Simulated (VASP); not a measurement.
# LaH3 (Fm-3m) in VASP: a series of runs

LaH3 is run at these levels: BLYP+D3(BJ), PBEsol+D3(BJ), PBEsol; tasks: single point.

Program: VASP 6.6.1. These are calculated values, not measurements. Logs are shortened: lines on timing, memory, paths and dates and some standing lists are left out, and cuts for length are marked.

**1. The cell of the first run**

It takes space group Fm-3m (No. 225, cubic). The conventional cell has a = 5.510 Å, b = 5.510 Å, c = 5.510 Å, α = 90.00°, β = 90.00°, γ = 90.00°. Within 3.2 Å of La (site symmetry m-3m) lie 14 H at 2.39 to 2.76 Å. H (site symmetry m-3m) has 8 H at 2.39 Å and 6 La at 2.76 Å within 3.2 Å. Within 3.2 Å of H (site symmetry -43m) lie 4 La at 2.39 Å and 10 H at 2.39 to 2.76 Å.

**2. Single point, BLYP+D3(BJ)**

File INCAR:

```
PREC     = Accurate       # precision mode
ENCUT    = 500            # plane-wave cutoff, eV
EDIFF    = 1E-6           # SCF threshold, eV
ISMEAR   = -1             # smearing method
SIGMA    = 0.05           # smearing width, eV
LREAL    = False          # projectors in reciprocal space
LASPH    = True           # aspherical terms in the spheres
NELM     = 200            # most SCF steps
ALGO     = Normal         # electronic algorithm
ISIF     = 2              # what is computed and relaxed
LWAVE    = False          # write WAVECAR
LCHARG   = False          # write CHGCAR
GGA      = B5             # functional
ALDAX    = 1.0          
AGGAX    = 1.0          
AGGAC    = 1.0          
ALDAC    = 0.0          
IVDW     = 12             # dispersion correction
VDW_S6   = 1.0          
VDW_S8   = 2.6996       
VDW_A1   = 0.4298       
VDW_A2   = 4.2359       
NBANDS   = 15             # bands
GGA_COMPAT= False        
LMAXMIX  = 6              # l up to which the mixer works
```

File KPOINTS:

```
Automatic mesh
0
Gamma
  7 7 7
```

File POSCAR:

```
LaH3
1.0
    0.0000000000      2.7550657392      2.7550657392
    2.7550657392      0.0000000000      2.7550657392
    2.7550657392      2.7550657392      0.0000000000
La H
1 3
Direct
    0.0000000000      0.0000000000      0.0000000000
    0.5000000000      0.5000000000      0.5000000000
    0.7500000000      0.7500000000      0.7500000000
    0.2500000000      0.2500000000      0.2500000000
```

Potentials or basis: VASP PAW PBE potentials, release 64 (La, H).

The run is started by

```console
> cat potpaw_PBE.64/La/POTCAR potpaw_PBE.64/H/POTCAR > POTCAR
> mpirun -np 1 vasp_std > vasp.out
```

OUTCAR:

```text
PREC = Accurate
   ENCUT = 500
   EDIFF = 1E-6
   ISMEAR = -1
   LREAL = False
   LASPH = True
   NELM = 200
   ISIF = 2
   GGA = B5
   IVDW = 12
 IVDW          = 12

 ion  position               nearest neighbor table
   1  0.000  0.000  0.000-
   2  0.500  0.500  0.500-
   3  0.750  0.750  0.750-
   4  0.250  0.250  0.250-

  LATTYP: Found a face centered cubic cell.
 ALAT       =     5.5101314784

  Lattice vectors:

 A1 = (   0.0000000000,   2.7550657392,   2.7550657392)
 A2 = (   2.7550657392,   0.0000000000,   2.7550657392)
 A3 = (   2.7550657392,   2.7550657392,   0.0000000000)

Analysis of symmetry for initial positions (statically):
=====================================================================
 Subroutine PRICEL returns:
 Original cell was already a primitive cell.

 Routine SETGRP: Setting up the symmetry group for a
 face centered cubic supercell.

 Subroutine GETGRP returns: Found 48 space group operations
 (whereof 48 operations were pure point group operations)
 out of a pool of 48 trial point group operations.

The static configuration has the point symmetry O_h .

Analysis of symmetry for dynamics (positions and initial velocities):
=====================================================================
 Subroutine PRICEL returns:
 Original cell was already a primitive cell.

 Routine SETGRP: Setting up the symmetry group for a
 face centered cubic supercell.

 Subroutine GETGRP returns: Found 48 space group operations
 (whereof 48 operations were pure point group operations)
 out of a pool of 48 trial point group operations.

The dynamic configuration has the point symmetry O_h .

 Subroutine INISYM returns: Found 48 space group operations
 (whereof 48 operations are pure point group operations),
 and found     1 'primitive' translations

----------------------------------------------------------------------------------------

                                     Primitive cell

  volume of cell :      41.8240

  direct lattice vectors                    reciprocal lattice vectors
     0.000000000  2.755065739  2.755065739    -0.181483873  0.181483873  0.181483873
     2.755065739  0.000000000  2.755065739     0.181483873 -0.181483873  0.181483873
     2.755065739  2.755065739  0.000000000     0.181483873  0.181483873 -0.181483873

  length of vectors
[... 89 lines left out ...]
   POTIM  = 0.5000    time-step for ionic-motion
   TEBEG  =    0.0;   TEEND  =   0.0 temperature during run
   PSTRESS=    0.0 pullay stress
   NELECT =      14.0000    total number of electrons
   NUPDOWN=      -1.0000    fix difference up-down
   EMIN   =  10.00;   EMAX   =-10.00  energy-range for DOS
   EFERMI =   0.00;   METHOD = LEGACY
   ISMEAR =    -1;   SIGMA  =   0.05  broadening in eV -4-tet -1-fermi 0-gaus
   EFERMI_NEDOS =   21; number of points for ismear=-14 and -15
   IALGO  =     38    algorithm
   IMIX   =      4    mixing-type and parameters
     AMIX     =   0.40;   BMIX     =  1.00
     AMIX_MAG =   1.60;   BMIX_MAG =  1.00
  volume/ion in A,a.u.               =      10.46        70.56
  Fermi-wavevector in a.u.,A,eV,Ry     =   1.136690  2.148033 17.579614  1.292065
  Thomas-Fermi vector in A             =   2.273396
   LORBIT       =      0    0 simple, 1 ext, 2 COOP (PROOUT), +10 PAW based schemes
   GGA     = B5    functional components
   LHFCALC =     F    Hartree Fock is set to
   AEXX    =    0.0000 exact exchange contribution
   IVDW    =    12    specifies the selected vdW correction
   LEPSILON=     F    determine dielectric tensor
   LRPA    =     F    only Hartree local field effects (RPA)
 non-spin polarized calculation
  energy-cutoff  :      500.00
  volume of cell :       41.82
 maximum number of plane-waves:      1073
   NGX = 15   NGY = 15   NGZ = 15

 number of electron      14.0000000 magnetization

 Free energy of the ion-electron system (eV)
  ---------------------------------------------------
  ext. energy  EPLUGINS =         0.00000000
  ---------------------------------------------------
  free energy    TOTEN  =       -16.30327807 eV

  energy without entropy =      -16.30256899  energy(sigma->0) =      -16.30292353

 E-fermi :   8.6843     XC(G=0):  -9.5338

 val. band max:        8.6504111272   @ k =   0.0000   0.0000   0.0000
 cond. band min:       8.8812364799   @ k =   0.4286   0.0000   0.0000
 fundamental gap:      0.2308253527
 Fermi energy:         8.6842939274

 k-point     1 :       0.0000    0.0000    0.0000
  band No.  band energies     occupation
      1     -24.9336      2.00000
      2      -8.0995      2.00000
      3      -8.0995      2.00000
      4      -8.0995      2.00000
      5       0.4158      2.00000
      6       5.1832      2.00000
      7       8.6504      1.32643
      8       8.9978      0.00378
      9       8.9978      0.00378
     10       8.9978      0.00378
     11       9.5545      0.00000
     12       9.5545      0.00000
     13       9.5545      0.00000
     14      10.1311      0.00000
[... 329 lines left out ...]
      2      -8.9599      2.00000
      3      -8.8686      2.00000
      4      -8.4460      2.00000
      5       3.6356      2.00000
      6       3.7374      2.00000
      7       4.2237      2.00000
      8       9.1180      0.00034
      9       9.6663      0.00000
     10       9.6759      0.00000
     11       9.9275      0.00000
     12       9.9745      0.00000
     13       9.9949      0.00000
     14      10.0267      0.00000
     15      11.0507      0.00000

------------------------ aborting loop because EDIFF is reached ----------------------------------------

 Edisp (eV)   -1.67177

 E8    (eV) :    -1.2490

  FORCE on cell =-STRESS in cart. coord.  units (eV):
  Direction    XX          YY          ZZ          XY          YZ          ZX
  --------------------------------------------------------------------------------------
  -------------------------------------------------------------------------------------
  Total      -0.10073    -0.10073    -0.10073     0.00000     0.00000    -0.00000
  in kB      -3.85859    -3.85859    -3.85859     0.00000     0.00000    -0.00000
  external pressure =       -3.86 kB  Pullay stress =        0.00 kB

 VOLUME and BASIS-vectors are now :
 -----------------------------------------------------------------------------
  energy-cutoff  :      500.00
  volume of cell :       41.82
      direct lattice vectors                 reciprocal lattice vectors
     0.000000000  2.755065739  2.755065739    -0.181483873  0.181483873  0.181483873
     2.755065739  0.000000000  2.755065739     0.181483873 -0.181483873  0.181483873
     2.755065739  2.755065739  0.000000000     0.181483873  0.181483873 -0.181483873

 POSITION                                       TOTAL-FORCE (eV/Angst)
 -----------------------------------------------------------------------------------
      0.00000      0.00000      0.00000         0.000000      0.000000     -0.000000
      2.75507      2.75507      2.75507         0.000000      0.000000     -0.000000
      4.13260      4.13260      4.13260        -0.000000     -0.000000      0.000000
      1.37753      1.37753      1.37753         0.000000      0.000000      0.000000
 -----------------------------------------------------------------------------------
    total drift:                               -0.000000     -0.000000      0.000000

  FREE ENERGIE OF THE ION-ELECTRON SYSTEM (eV)
  ---------------------------------------------------
  free  energy   TOTEN  =       -17.9750527146 eV

  energy  without entropy=      -17.9743436346  energy(sigma->0) =      -17.97469817
```

OSZICAR:

```text
N       E                     dE             d eps       ncg     rms          rms(c)
DAV:   1     0.914452933499E+02    0.91445E+02   -0.51056E+03   664   0.128E+03
DAV:   2    -0.948455887861E+01   -0.10093E+03   -0.87517E+02   749   0.187E+02
DAV:   3    -0.168323953791E+02   -0.73478E+01   -0.72580E+01   801   0.810E+01
DAV:   4    -0.172162638148E+02   -0.38387E+00   -0.38344E+00  1060   0.128E+01
DAV:   5    -0.172259219120E+02   -0.96581E-02   -0.96578E-02   769   0.186E+00    0.663E+00
DAV:   6    -0.164636231656E+02    0.76230E+00   -0.13244E+00  1007   0.709E+00    0.322E+00
DAV:   7    -0.163094292379E+02    0.15419E+00   -0.75850E-01  1021   0.476E+00    0.751E-01
DAV:   8    -0.163125415119E+02   -0.31123E-02   -0.20257E-01   948   0.380E+00    0.391E-01
DAV:   9    -0.163039561180E+02    0.85854E-02   -0.26436E-02   756   0.116E+00    0.204E-01
DAV:  10    -0.163032609647E+02    0.69515E-03   -0.97244E-03   982   0.804E-01    0.722E-02
DAV:  11    -0.163032813782E+02   -0.20414E-04   -0.25305E-03   885   0.385E-01    0.356E-02
DAV:  12    -0.163032847275E+02   -0.33493E-05   -0.46910E-04   993   0.175E-01    0.144E-02
DAV:  13    -0.163032792584E+02    0.54691E-05   -0.65373E-05  1056   0.713E-02    0.475E-03
DAV:  14    -0.163032782404E+02    0.10180E-05   -0.43877E-06   973   0.184E-02    0.244E-03
DAV:  15    -0.163032780739E+02    0.16649E-06   -0.18597E-06   775   0.112E-02
   1 F= -.17975053E+02 E0= -.17974698E+02  d E =-.709080E-03
```

stdout:

```text
POSCAR found type information on POSCAR LaH
 POSCAR found :  2 types and       4 ions
 scaLAPACK will be used
 -----------------------------------------------------------------------------
|                                                                             |
|                                                                             |
|     You enforced a specific xc type in the INCAR file but a different       |
|     I HOPE YOU KNOW WHAT YOU ARE DOING!                                     |
|                                                                             |
 -----------------------------------------------------------------------------

 LDA part: xc-table for (Slater(with rela. corr.)+VWN5), standard interpolation
 POSCAR, INCAR and KPOINTS ok, starting setup
 FFT: planning ... GRIDC
 FFT: planning ... GRID_SOFT
 FFT: planning ... GRID
 WAVECAR not read
 entering main loop
```

Wall time 57 s (1 thread of AMD EPYC 7R43 (Zen 3), shared host); peak memory 0.14 GiB.

What came out:

```yaml
Free_energy: -17.9751 eV
Pressure: -0.4 GPa
Band_gap_on_the_k_mesh: 0.23 eV (least direct gap 0.35 eV)
Dispersion_energy_per_atom: -0.418 eV
```

Levels at points of the mesh, in eV from the valence-band top:
| k point | band 4 | band 5 | band 6 | band 7 | band 8 | band 9 | band 10 | band 11 |
| --- | --- | --- | --- | --- | --- | --- | --- | --- |
| (0.00, 0.00, 0.00) | -16.75 | -8.23 | -3.47 | 0.00 | 0.35 | 0.35 | 0.35 | 0.90 |

Caveat: the PAW data sets were made with another functional, which shifts forces and pressure a little; spin-orbit coupling is left out, which moves the levels of the heavy elements; an odd mesh through Γ misses points on the zone boundary, where band edges can lie.

(Part 1 of 2 ends here.)
